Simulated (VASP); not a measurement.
# Cu (Pm-3m) in VASP: a series of runs, part 2 of 2

VASP 6.6.1.

## (3) Single point, PBE

This run uses another cell than the first one, of 14.50 Å³/atom, 1.020 times its volume.

INCAR

```
SYSTEM = Cu
PREC = Accurate
ENCUT = 520
EDIFF = 1E-6
ISMEAR = -1
SIGMA = 0.06122561905347299
LREAL = .False.
LASPH = .True.
NELM = 60
ALGO = Normal
ISIF = 2
LWAVE = .False.
LCHARG = .False.
GGA = PE
NBANDS = 12
```

KPOINTS

```
regular mesh
0
Gamma
  15 15 15
  0 0 0
```

POSCAR

```
Cu
1.0
    2.4386914062      0.0000000000      0.0000000000
    0.0000000000      2.4386914062      0.0000000000
    0.0000000000      0.0000000000      2.4386914062
Cu
1
Direct
    0.0000000000      0.0000000000      0.0000000000
```

Potentials or basis: VASP PAW PBE potentials, release 64 (Cu).

Run with:

```sh
cat potpaw_PBE.64/Cu/POTCAR > POTCAR
mpirun -np 1 vasp_std > vasp.out
```

OUTCAR:

```text
SYSTEM = Cu
   PREC = Accurate
   ENCUT = 520
   EDIFF = 1E-6
   ISMEAR = -1
   LREAL = .False.
   LASPH = .True.
   NELM = 60
   ISIF = 2
   GGA = PE

 ion  position               nearest neighbor table
   1  0.000  0.000  0.000-

  LATTYP: Found a simple cubic cell.
 ALAT       =     2.4386914062

  Lattice vectors:

 A1 = (   2.4386914062,   0.0000000000,   0.0000000000)
 A2 = (   0.0000000000,   2.4386914062,   0.0000000000)
 A3 = (   0.0000000000,   0.0000000000,   2.4386914062)

Analysis of symmetry for initial positions (statically):
=====================================================================
 Subroutine PRICEL returns:
 Original cell was already a primitive cell.

 Routine SETGRP: Setting up the symmetry group for a
 simple cubic supercell.

 Subroutine GETGRP returns: Found 48 space group operations
 (whereof 48 operations were pure point group operations)
 out of a pool of 48 trial point group operations.

The static configuration has the point symmetry O_h .

Analysis of symmetry for dynamics (positions and initial velocities):
=====================================================================
 Subroutine PRICEL returns:
 Original cell was already a primitive cell.

 Routine SETGRP: Setting up the symmetry group for a
 simple cubic supercell.

 Subroutine GETGRP returns: Found 48 space group operations
 (whereof 48 operations were pure point group operations)
 out of a pool of 48 trial point group operations.

The dynamic configuration has the point symmetry O_h .

 Subroutine INISYM returns: Found 48 space group operations
 (whereof 48 operations are pure point group operations),
 and found     1 'primitive' translations

----------------------------------------------------------------------------------------

                                     Primitive cell

  volume of cell :      14.5034

  direct lattice vectors                    reciprocal lattice vectors
     2.438691406  0.000000000  0.000000000     0.410055982  0.000000000  0.000000000
     0.000000000  2.438691406  0.000000000     0.000000000  0.410055982  0.000000000
     0.000000000  0.000000000  2.438691406     0.000000000  0.000000000  0.410055982

  length of vectors
     2.438691406  2.438691406  2.438691406     0.410055982  0.410055982  0.410055982

  position of ions in fractional coordinates (direct lattice)
     0.000000000  0.000000000  0.000000000

  ion indices of the primitive-cell ions
   primitive index   ion index
                 1           1

----------------------------------------------------------------------------------------

 KPOINTS: regular mesh

Automatic generation of k-mesh.
 Grid dimensions read from file:
 generate k-points for:   15   15   15

 Generating k-lattice:

  Cartesian coordinates                     Fractional coordinates (reciprocal lattice)
     0.027337065  0.000000000  0.000000000     0.066666667  0.000000000  0.000000000
     0.000000000  0.027337065  0.000000000     0.000000000  0.066666667  0.000000000
     0.000000000  0.000000000  0.027337065     0.000000000  0.000000000  0.066666667

  Length of vectors
     0.027337065  0.027337065  0.027337065

  Shift w.r.t. Gamma in fractional coordinates (k-lattice)
     0.000000000  0.000000000  0.000000000

 Subroutine IBZKPT returns following result:
 ===========================================

 Found    120 irreducible k-points:

 Following reciprocal coordinates:
            Coordinates               Weight
  0.000000  0.000000  0.000000      1.000000
  0.066667  0.000000  0.000000      6.000000
  0.133333  0.000000  0.000000      6.000000
  0.200000  0.000000  0.000000      6.000000
  0.266667  0.000000  0.000000      6.000000
  0.333333  0.000000  0.000000      6.000000
[... 16 lines left out ...]
  0.266667  0.200000  0.000000     24.000000
  0.333333  0.200000  0.000000     24.000000
 [... further k-points ...]
   k-points           NKPTS =    120   k-points in BZ     NKDIM =    120   number of bands    NBANDS=     12
   number of dos      NEDOS =    301   number of ions     NIONS =      1
   total plane-waves  NPLWV =   5832
   dimension x,y,z NGX =    18 NGY =   18 NGZ =   18
   dimension x,y,z NGXF=    36 NGYF=   36 NGZF=   36
   ions per type =               1
   NGX,Y,Z   is equivalent  to a cutoff of  12.27, 12.27, 12.27 a.u.
   NGXF,Y,Z  is equivalent  to a cutoff of  24.54, 24.54, 24.54 a.u.
 SYSTEM =  Cu
   PREC   = accura    normal or accurate (medium, high low for compatibility)
   ISTART =      0    job   : 0-new  1-cont  2-samecut
   ICHARG =      2    charge: 1-file 2-atom 10-const
   ISPIN  =      1    spin polarized calculation?
   LNONCOLLINEAR =      F non collinear calculations
   LSORBIT =      F    spin-orbit coupling
   LASPH  =      T    aspherical Exc in radial PAW
   ENCUT  =  520.0 eV  38.22 Ry    6.18 a.u.   4.53  4.53  4.53*2*pi/ulx,y,z
   NELM   =     60;   NELMIN=  2; NELMDL= -5     # of ELM steps
   EDIFF  = 0.1E-05   stopping-criterion for ELM
   LREAL  =      F    real-space projection
   EDIFFG = 0.1E-04   stopping-criterion for IOM
   NSW    =      0    number of steps for IOM
   IBRION =     -1    ionic relax: 0-MD 1-quasi-New 2-CG
   NFREE  =      0    steps in history (QN), initial steepest desc. (CG)
   ISIF   =      2    stress and relaxation
   ISYM   =      2    0-nonsym 1-usesym 2-fastsym
   POTIM  = 0.5000    time-step for ionic-motion
   TEBEG  =    0.0;   TEEND  =   0.0 temperature during run
   PSTRESS=    0.0 pullay stress
   NELECT =      11.0000    total number of electrons
   NUPDOWN=      -1.0000    fix difference up-down
   EMIN   =  10.00;   EMAX   =-10.00  energy-range for DOS
   EFERMI =   0.00;   METHOD = LEGACY
   ISMEAR =    -1;   SIGMA  =   0.06  broadening in eV -4-tet -1-fermi 0-gaus
   EFERMI_NEDOS =   21; number of points for ismear=-14 and -15
   IALGO  =     38    algorithm
   IMIX   =      4    mixing-type and parameters
     AMIX     =   0.40;   BMIX     =  1.00
     AMIX_MAG =   1.60;   BMIX_MAG =  1.00
  volume/ion in A,a.u.               =      14.50        97.87
  Fermi-wavevector in a.u.,A,eV,Ry     =   1.492962  2.821290 30.326526  2.228937
  Thomas-Fermi vector in A             =   2.605424
   LORBIT       =      0    0 simple, 1 ext, 2 COOP (PROOUT), +10 PAW based schemes
   GGA     = PE    functional components
   LHFCALC =     F    Hartree Fock is set to
   AEXX    =    0.0000 exact exchange contribution
   IVDW    =     0    specifies the selected vdW correction
   LEPSILON=     F    determine dielectric tensor
   LRPA    =     F    only Hartree local field effects (RPA)
 non-spin polarized calculation
  energy-cutoff  :      520.00
  volume of cell :       14.50
 maximum number of plane-waves:       405
   NGX =  9   NGY =  9   NGZ =  9

 number of electron      10.9999979 magnetization

 Free energy of the ion-electron system (eV)
  ---------------------------------------------------
  ext. energy  EPLUGINS =         0.00000000
  ---------------------------------------------------
  free energy    TOTEN  =        -3.26295668 eV

  energy without entropy =       -3.25975452  energy(sigma->0) =       -3.26135560

 E-fermi :   5.0985     XC(G=0): -11.4922

 val. band max:        5.0430905171   @ k =   0.4000   0.2667   0.0667
 cond. band min:       5.3009325528   @ k =   0.4000   0.2000   0.2000
 fundamental gap:      0.2578420357
 Fermi energy:         5.0984541304

 k-point     1 :       0.0000    0.0000    0.0000
  band No.  band energies     occupation
      1      -2.5782      2.00000
      2       1.5425      2.00000
      3       1.5425      2.00000
      4       3.8715      2.00000
      5       3.8715      2.00000
      6       3.8715      2.00000
      7      22.2614      0.00000
      8      22.2614      0.00000
      9      22.2614      0.00000
     10      25.6071      0.00000
     11      25.6071      0.00000
     12      29.1567      0.00000

 k-point     2 :       0.0667    0.0000    0.0000
  band No.  band energies     occupation
      1      -2.4607      2.00000
      2       1.5550      2.00000
      3       1.5847      2.00000
      4       3.8384      2.00000
      5       3.8384      2.00000
      6       3.8742      2.00000
      7      20.5916      0.00000
      8      22.4123      0.00000
      9      22.4123      0.00000
     10      25.6617      0.00000
     11      26.7813      0.00000
     12      29.8798      0.00000
[... 316 lines left out ...]
 k-point    24 :       0.3333    0.2000    0.0000
  band No.  band energies     occupation
      1       0.7543      2.00000
      2       2.0017      2.00000
      3       2.5350      2.00000
      4       3.3676      2.00000
      5       3.6180      2.00000
      6       3.6846      2.00000
      7      11.4413      0.00000
      8      18.3963      0.00000
      9      26.3154      0.00000
     10      26.9889      0.00000
     11      28.6461      0.00000
     12      35.6047      0.00000

 [... further k-points ...]
[... 5 lines left out ...]
  --------------------------------------------------------------------------------------
  -------------------------------------------------------------------------------------
  Total       -0.3104643     -0.3104643     -0.3104643      0.0000000      0.0000000      0.0000000
  in kB      -34.2966534    -34.2966534    -34.2966534      0.0000000      0.0000000      0.0000000
  external PRESSURE =     -34.2966534 kB  Pullay stress =       0.0000000 kB

 VOLUME and BASIS-vectors are now :
 -----------------------------------------------------------------------------
  energy-cutoff  :      520.00
  volume of cell :       14.50
      direct lattice vectors                 reciprocal lattice vectors
     2.438691406  0.000000000  0.000000000     0.410055982  0.000000000  0.000000000
     0.000000000  2.438691406  0.000000000     0.000000000  0.410055982  0.000000000
     0.000000000  0.000000000  2.438691406     0.000000000  0.000000000  0.410055982

 POSITION                                       TOTAL-FORCE (eV/Angst)
 -----------------------------------------------------------------------------------
      0.00000      0.00000      0.00000         0.000000      0.000000      0.000000
 -----------------------------------------------------------------------------------
    total drift:                                0.000000      0.000000      0.000000

  FREE ENERGIE OF THE ION-ELECTRON SYSTEM (eV)
  ---------------------------------------------------
  free  energy   TOTEN  =        -3.2629566810 eV

  energy  without entropy=       -3.2597545176  energy(sigma->0) =       -3.26135560
```

OSZICAR:

```text
N       E                     dE             d eps       ncg     rms          rms(c)
DAV:   1     0.455276820177E+02    0.45528E+02   -0.53576E+03  3080   0.142E+03
DAV:   2    -0.245229560939E+01   -0.47980E+02   -0.44596E+02  2992   0.198E+02
DAV:   3    -0.396122725995E+01   -0.15089E+01   -0.15002E+01  3324   0.408E+01
DAV:   4    -0.397221568702E+01   -0.10988E-01   -0.10987E-01  3284   0.318E+00
DAV:   5    -0.397235174388E+01   -0.13606E-03   -0.13606E-03  3372   0.361E-01    0.707E+00
DAV:   6    -0.370435962229E+01    0.26799E+00   -0.13545E+01  3376   0.685E+01    0.435E+00
DAV:   7    -0.327046852219E+01    0.43389E+00   -0.23740E+00  3336   0.292E+01    0.313E-01
DAV:   8    -0.326665301914E+01    0.38155E-02   -0.27900E-02  3784   0.315E+00    0.469E-01
DAV:   9    -0.326301014500E+01    0.36429E-02   -0.26535E-02  3464   0.278E+00    0.654E-02
DAV:  10    -0.326295590855E+01    0.54236E-04   -0.36788E-04  4108   0.330E-01    0.760E-03
DAV:  11    -0.326295697376E+01   -0.10652E-05   -0.27672E-06  3368   0.187E-02    0.287E-03
DAV:  12    -0.326295668103E+01    0.29273E-06   -0.84413E-07  1840   0.155E-02
   1 F= -.32629567E+01 E0= -.32613556E+01  d E =-.320216E-02
```

It took 9.5 s on 1 thread of Intel Xeon 6975P-C, shared host; peak memory 0.13 GiB.

What came out:

| Quantity | Value |
| --- | --- |
| Free energy | -3.2630 eV |
| Pressure | -3.4 GPa |

Levels at points of the mesh, in eV from the Fermi level:
```
           k point  band 2  band 3  band 4  band 5  band 6  band 7  band 8  band 9  band 10  band 11
(0.00, 0.00, 0.00)   -3.56   -3.56   -1.23   -1.23   -1.23   17.16   17.16   17.16    20.51    20.51
```

## (4) Single point, PBE

This run uses another cell than the first one, of 14.78 Å³/atom, 1.039 times its volume.

INCAR

```
SYSTEM = Cu
PREC     = Accurate       ! precision mode
ENCUT    = 520            ! plane-wave cutoff, eV
EDIFF    = 1E-7           ! SCF threshold, eV
ISMEAR   = -1             ! smearing method
SIGMA    = 0.06122561905347299 ! smearing width, eV
LREAL    = .FALSE.        ! projectors in reciprocal space
LASPH    = .TRUE.         ! aspherical terms in the spheres
NELM     = 80             ! most SCF steps
ALGO     = Normal         ! electronic algorithm
ISIF     = 2              ! what is computed and relaxed
LWAVE    = .FALSE.        ! write WAVECAR
LCHARG   = .FALSE.        ! write CHGCAR
GGA      = PE             ! functional
NBANDS   = 12             ! bands
```

KPOINTS

```
Automatic mesh
0
G
  15 15 15
  0 0 0
```

POSCAR

```
Cu
1.0
    2.4542248913      0.0000000000      0.0000000000
    0.0000000000      2.4542248913      0.0000000000
    0.0000000000      0.0000000000      2.4542248913
Cu
1
Direct
    0.0000000000      0.0000000000      0.0000000000
```

Run with:

```sh
cat potpaw_PBE.64/Cu/POTCAR > POTCAR
mpirun -np 1 vasp_std > vasp.out
```

Run time: 9.9 s. Hardware: 1 thread of Intel Xeon 6975P-C, shared host; peak memory 0.13 GiB.

Results (log left out):

```
Free energy : -3.2557 eV
Pressure    : -4.9 GPa
```

Levels at points of the mesh, in eV from the Fermi level:
```tsv
k point	band 2	band 3	band 4	band 5	band 6	band 7	band 8	band 9	band 10	band 11
(0.00, 0.00, 0.00)	-3.49	-3.49	-1.22	-1.22	-1.22	16.96	16.96	16.96	20.28	20.28
```

## (5) Summary

```csv
cell,gap on the mesh (eV),pressure (GPa)
"a = 2.423 Å, 1 atom",none,-1.7
"a = 2.439 Å, 1 atom",none,-3.4
"a = 2.454 Å, 1 atom",none,-4.9
```

Alike in all rows: task single point; level PBE; potentials or basis VASP PAW PBE potentials, release 64 (Cu); no spin polarisation; k mesh 15 × 15 × 15; cutoff (eV) 520; smearing fermi-dirac 0.0612256 eV.

Absolute energies hang on the potentials; compare differences alone.
